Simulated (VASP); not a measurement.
# Si2Ni (Fm-3m) in VASP: a series of runs, part 2 of 2

VASP 6.6.1. Earlier steps stand in the parts before.

## 4. Electric field gradients, PBEsol+D3(BJ)+U, collinear spin, ferromagnetic start

INCAR reads:

```
SYSTEM = Si2Ni
ALGO     = Normal         ! electronic algorithm
EDIFF    = 1E-8           ! SCF threshold, eV
ENCUT    = 510            ! plane-wave cutoff, eV
GGA      = PS             ! functional
GGA_COMPAT= .False.      
ISIF     = 2              ! what is computed and relaxed
ISMEAR   = 0              ! smearing method
ISPIN    = 2              ! spin polarisation
IVDW     = 12             ! dispersion correction
LASPH    = .True.         ! aspherical terms in the spheres
LCHARG   = .False.        ! write CHGCAR
LDAU     = .True.         ! DFT+U
LDAUJ    = 0 0          
LDAUL    = 2 -1           ! shell
LDAUPRINT= 1            
LDAUTYPE = 2            
LDAUU    = 2 0            ! U, eV
LEFG     = .True.       
LMAXMIX  = 4              ! l up to which the mixer works
LORBIT   = 11             ! projections on sites
LREAL    = .False.        ! projectors in reciprocal space
LWAVE    = .False.        ! write WAVECAR
MAGMOM   = 1 0 0          ! initial moments
NBANDS   = 24             ! bands
NELM     = 200            ! most SCF steps
PREC     = Accurate       ! precision mode
SIGMA    = 0.02           ! smearing width, eV
```

KPOINTS reads:

```
k-points
0
Gamma
  9 9 9
  0 0 0
```

POSCAR reads:

```
Si2Ni
1.0
    0.0000000000      2.7030000000      2.7030000000
    2.7030000000      0.0000000000      2.7030000000
    2.7030000000      2.7030000000      0.0000000000
Ni Si
1 2
Direct
    0.0000000000      0.0000000000      0.0000000000
    0.7500000000      0.7500000000      0.7500000000
    0.2500000000      0.2500000000      0.2500000000
```

Potentials or basis: VASP PAW PBE potentials, release 64 (Ni_sv_GW, Si).

Launch:

```console
$ cat potpaw_PBE.64/Ni_sv_GW/POTCAR potpaw_PBE.64/Si/POTCAR > POTCAR
$ mpirun -np 1 vasp_std > vasp.out
```

OUTCAR:

```text
SYSTEM = Si2Ni
   EDIFF = 1E-8
   ENCUT = 510
   GGA = PS
   ISIF = 2
   ISMEAR = 0
   ISPIN = 2
   IVDW = 12
   LASPH = .True.
   LORBIT = 11
   LREAL = .False.
   NELM = 200
   PREC = Accurate
 IVDW          = 12

 ion  position               nearest neighbor table
   1  0.000  0.000  0.000-   2 2.34   2 2.34   3 2.34   3 2.34   2 2.34   2 2.34   3 2.34   3 2.34

   2  0.750  0.750  0.750-   1 2.34   1 2.34   1 2.34   1 2.34   3 2.70   3 2.70   3 2.70   3 2.70
                             3 2.70   3 2.70
   3  0.250  0.250  0.250-   1 2.34   1 2.34   1 2.34   1 2.34   2 2.70   2 2.70   2 2.70   2 2.70
                             2 2.70   2 2.70

  LATTYP: Found a face centered cubic cell.
 ALAT       =     5.4060000000

  Lattice vectors:

 A1 = (   0.0000000000,   2.7030000000,   2.7030000000)
 A2 = (   2.7030000000,   0.0000000000,   2.7030000000)
 A3 = (   2.7030000000,   2.7030000000,   0.0000000000)

Analysis of symmetry for initial positions (statically):
=====================================================================
 Subroutine PRICEL returns:
 Original cell was already a primitive cell.

 Routine SETGRP: Setting up the symmetry group for a
 face centered cubic supercell.

 Subroutine GETGRP returns: Found 48 space group operations
 (whereof 48 operations were pure point group operations)
 out of a pool of 48 trial point group operations.

The static configuration has the point symmetry O_h .

Analysis of symmetry for dynamics (positions and initial velocities):
[... 1535 lines left out ...]
  Total      -1.62987    -1.62987    -1.62987     0.00000     0.00000    -0.00000
  in kB     -66.11415   -66.11415   -66.11415     0.00000     0.00000    -0.00000
  external pressure =      -66.11 kB  Pullay stress =        0.00 kB

 VOLUME and BASIS-vectors are now :
 -----------------------------------------------------------------------------
  energy-cutoff  :      510.00
  volume of cell :       39.50
      direct lattice vectors                 reciprocal lattice vectors
     0.000000000  2.703000000  2.703000000    -0.184979652  0.184979652  0.184979652
     2.703000000  0.000000000  2.703000000     0.184979652 -0.184979652  0.184979652
     2.703000000  2.703000000  0.000000000     0.184979652  0.184979652 -0.184979652

 POSITION                                       TOTAL-FORCE (eV/Angst)
 -----------------------------------------------------------------------------------
      0.00000      0.00000      0.00000        -0.000000      0.000000     -0.000000
      4.05450      4.05450      4.05450         0.000000      0.000000      0.000000
      1.35150      1.35150      1.35150        -0.000000     -0.000000     -0.000000
 -----------------------------------------------------------------------------------
    total drift:                               -0.000000     -0.000000      0.000000

  FREE ENERGIE OF THE ION-ELECTRON SYSTEM (eV)
  ---------------------------------------------------
  free  energy   TOTEN  =       -19.4391908305 eV

  energy  without entropy=      -19.4389944039  energy(sigma->0) =      -19.43909262

 Electric field gradients (V/A^2)
---------------------------------------------------------------------
 ion       V_xx      V_yy      V_zz      V_xy      V_xz      V_yz
---------------------------------------------------------------------
   1      -0.000     0.000    -0.000     0.012     0.012     0.012
   2      -0.000    -0.000    -0.000    -0.000    -0.000    -0.000
   3      -0.000    -0.000    -0.000    -0.000    -0.000    -0.000
---------------------------------------------------------------------

 Electric field gradients after diagonalization (V/A^2)
 (convention: |V_zz| > |V_xx| > |V_yy|)
----------------------------------------------------------------------
 ion       V_xx      V_yy      V_zz     asymmetry (V_yy - V_xx)/ V_zz
----------------------------------------------------------------------
   1      -0.012    -0.012     0.024       0.000
   2       0.000     0.000    -0.000       0.000
   3       0.000     0.000    -0.000       0.000
----------------------------------------------------------------------

           NMR quadrupolar parameters

 Cq : quadrupolar parameter    Cq=e*Q*V_zz/h
 eta: asymmetry parameters     (V_yy - V_xx)/ V_zz
 Q  : nuclear electric quadrupole moment in mb (millibarn)
----------------------------------------------------------------------
 ion       Cq(MHz)       eta       Q (mb)
----------------------------------------------------------------------
   1       0.000       0.000       1.000
   2      -0.000       0.000       1.000
   3      -0.000       0.000       1.000
----------------------------------------------------------------------

 total charge

# of ion       s       p       d       f       tot
--------------------------------------------------
    1        2.269   6.498   7.905   0.003  16.674
    2        0.746   0.839   0.000   0.000   1.585
    3        0.746   0.839   0.000   0.000   1.585
--------------------------------------------------
tot          3.761   8.176   7.905   0.003  19.845

 magnetization (x)

# of ion       s       p       d       f       tot
--------------------------------------------------
    1        0.000   0.000   0.000   0.000   0.000
    2        0.000  -0.000   0.000   0.000   0.000
    3        0.000  -0.000   0.000   0.000   0.000
--------------------------------------------------
tot          0.000   0.000   0.000   0.000   0.000
```

OSZICAR:

```text
N       E                     dE             d eps       ncg     rms          rms(c)
DAV:   1     0.188361921052E+03    0.18836E+03   -0.13149E+04  5216   0.225E+03
DAV:   2    -0.150974988213E+02   -0.20346E+03   -0.19445E+03  5448   0.666E+02
DAV:   3    -0.246262325511E+02   -0.95287E+01   -0.95019E+01  5240   0.131E+02
[... 38 lines left out ...]
DAV:  42    -0.388443950943E+02   -0.20570E+02   -0.43077E-08  3608   0.918E-03    0.136E+00
DAV:  43    -0.182739772044E+02    0.20570E+02   -0.91611E+00  4352   0.148E+00    0.139E-02
DAV:  44    -0.182739793379E+02   -0.21335E-05   -0.69323E-07  3976   0.155E-02    0.126E-02
DAV:  45    -0.182739793592E+02   -0.21283E-07   -0.39503E-08  4136   0.436E-03    0.126E-02
DAV:  46    -0.182739793638E+02   -0.46293E-08   -0.72834E-09  3104   0.203E-03
   1 F= -.19439191E+02 E0= -.19439093E+02  d E =-.196427E-03  mag=    -0.0002
```

stdout:

```text
POSCAR found type information on POSCAR NiSi
 POSCAR found :  2 types and       3 ions
 scaLAPACK will be used
 -----------------------------------------------------------------------------
|                                                                             |
|                                                                             |
|     You enforced a specific xc type in the INCAR file but a different       |
|     I HOPE YOU KNOW WHAT YOU ARE DOING!                                     |
|                                                                             |
 -----------------------------------------------------------------------------

 LDA part: xc-table for (Slater+PW92), standard interpolation
 POSCAR, INCAR and KPOINTS ok, starting setup
 FFT: planning ... GRIDC
 FFT: planning ... GRID_SOFT
 FFT: planning ... GRID
 WAVECAR not read
 entering main loop
ion   1

ion   2

ion   3
```

It took 4 min on 1 thread of AMD EPYC 7R13 (Zen 3), shared host; peak memory 0.2 GiB.

What came out:

| Quantity | Value |
| --- | --- |
| Free energy | -19.4392 eV |
| Pressure | -6.6 GPa |
| Band gap on the k mesh | zero (filled and empty bands overlap) |
| Net moment | 0.00 μB per cell |
| Valence electrons inside the program's atomic spheres | Ni 16.67; Si 1.58 |
| Dispersion energy per atom | -0.388 eV |

Eigenvalues of the final occupation matrices:
```
    site  spin  trace               eigenvalues
site 1 d     1   3.97  0.77 0.77 0.77 0.83 0.83
site 1 d     2   3.97  0.77 0.77 0.77 0.83 0.83
```

Caveat: without QUAD_EFG the Cq values of the log hold for a quadrupole moment of 1 mb, not for the nuclei; the PAW data sets were made with another functional, which shifts forces and pressure a little; pairwise dispersion overbinds metals, which lowers pressure and volume; the U is typed as a test and isn't derived for this compound.

## 5. Single point, PBE+U, collinear spin, ferromagnetic start

This run uses another cell than the first one, of 13.47 Å³/atom, 1.023 times its volume.

INCAR reads:

```
SYSTEM = Si2Ni
PREC     = Accurate       ! precision mode
ENCUT    = 590            ! plane-wave cutoff, eV
EDIFF    = 1E-6           ! SCF threshold, eV
ISMEAR   = -1             ! smearing method
SIGMA    = 0.05           ! smearing width, eV
LREAL    = .False.        ! projectors in reciprocal space
LASPH    = .True.         ! aspherical terms in the spheres
NELM     = 200            ! most SCF steps
ALGO     = Normal         ! electronic algorithm
ISIF     = 2              ! what is computed and relaxed
LWAVE    = .False.        ! write WAVECAR
LCHARG   = .False.        ! write CHGCAR
ISPIN    = 2              ! spin polarisation
MAGMOM   = 1 0 0          ! initial moments
LORBIT   = 11             ! projections on sites
LMAXMIX  = 4              ! l up to which the mixer works
LDAU     = .True.         ! DFT+U
LDAUTYPE = 2            
LDAUL    = 2 -1           ! shell
LDAUU    = 4 0            ! U, eV
LDAUJ    = 0 0          
LDAUPRINT= 1            
GGA      = PE             ! functional
NBANDS   = 24             ! bands
GGA_COMPAT= .False.
```

KPOINTS reads:

```
regular mesh
0
Gamma
  9 9 9
  0 0 0
```

POSCAR reads:

```
Si2Ni
1.0
    0.0000000000      2.7239424405      2.7239424405
    2.7239424405      0.0000000000      2.7239424405
    2.7239424405      2.7239424405      0.0000000000
Ni Si
1 2
Direct
    0.0000000000      0.0000000000      0.0000000000
    0.7500000000      0.7500000000      0.7500000000
    0.2500000000      0.2500000000      0.2500000000
```

Launch:

```console
$ cat potpaw_PBE.64/Ni_sv_GW/POTCAR potpaw_PBE.64/Si/POTCAR > POTCAR
$ mpirun -np 1 vasp_std > vasp.out
```

Run time: 3.1 min. Hardware: 1 thread of AMD EPYC 7R43 (Zen 3), shared host; peak memory 0.22 GiB.

Results (log left out):

```
Free energy                                           : -15.0711 eV
Pressure                                              : -1.8 GPa
Band gap on the k mesh                                : zero (filled and empty bands overlap)
Net moment                                            : 0.00 μB per cell
Valence electrons inside the program's atomic spheres : Ni 16.64; Si 1.58
```

Levels at points of the mesh, in eV from the Fermi level:
Spin up:
| k point | band 10 | band 11 | band 12 | band 13 | band 14 | band 15 | band 16 | band 17 |
| --- | --- | --- | --- | --- | --- | --- | --- | --- |
| (0.00, 0.00, 0.00) | -3.74 | -0.45 | 1.69 | 1.69 | 1.69 | 2.46 | 2.46 | 2.46 |
Spin down:
```tsv
k point	band 10	band 11	band 12	band 13	band 14	band 15	band 16	band 17
(0.00, 0.00, 0.00)	-3.74	-0.45	1.69	1.69	1.69	2.46	2.46	2.46
```

Eigenvalues of the final occupation matrices:
```tsv
site	spin	trace	eigenvalues
site 1 d	1	3.99	0.77 0.77 0.77 0.84 0.84
site 1 d	2	3.99	0.77 0.77 0.77 0.84 0.84
```

Caveat: the U is typed as a test and isn't derived for this compound. The state reached can hang on the start; a lower one may exist.

## 6. Summary

```tsv
task	level	U	cell	cutoff (eV)	smearing	gap on the mesh (eV)	pressure (GPa)	moment (μB)
electric field gradients	revPBE+U	Ni d U = 3.0 eV	a = 3.823 Å, angles 60.0°, 3 atoms	510	fermi-dirac 0.025 eV	none	4.2	0.00
single point	PBE+U	Ni d U = 1.0 eV	a = 3.854 Å, angles 60.0°, 3 atoms	590	fermi-dirac 0.05 eV	none	-1.1	0.00
electric field gradients	PBEsol+D3(BJ)+U	Ni d U = 2.0 eV	a = 3.823 Å, angles 60.0°, 3 atoms	510	gaussian 0.02 eV	none	-6.6	0.00
single point	PBE+U	Ni d U = 4.0 eV	a = 3.852 Å, angles 60.0°, 3 atoms	590	fermi-dirac 0.05 eV	none	-1.8	0.00
```

Alike in all rows: potentials or basis VASP PAW PBE potentials, release 64 (Ni_sv_GW, Si); spin collinear, ferromagnetic start; k mesh 9 × 9 × 9.

Caveats: the U is typed as a test and isn't derived for this compound; the PAW data sets were made with another functional, which shifts forces and pressure a little (some runs); pairwise dispersion overbinds metals, which lowers pressure and volume (some runs).

Total energies depend on the potentials used, so only differences within one code and one set of settings carry meaning.
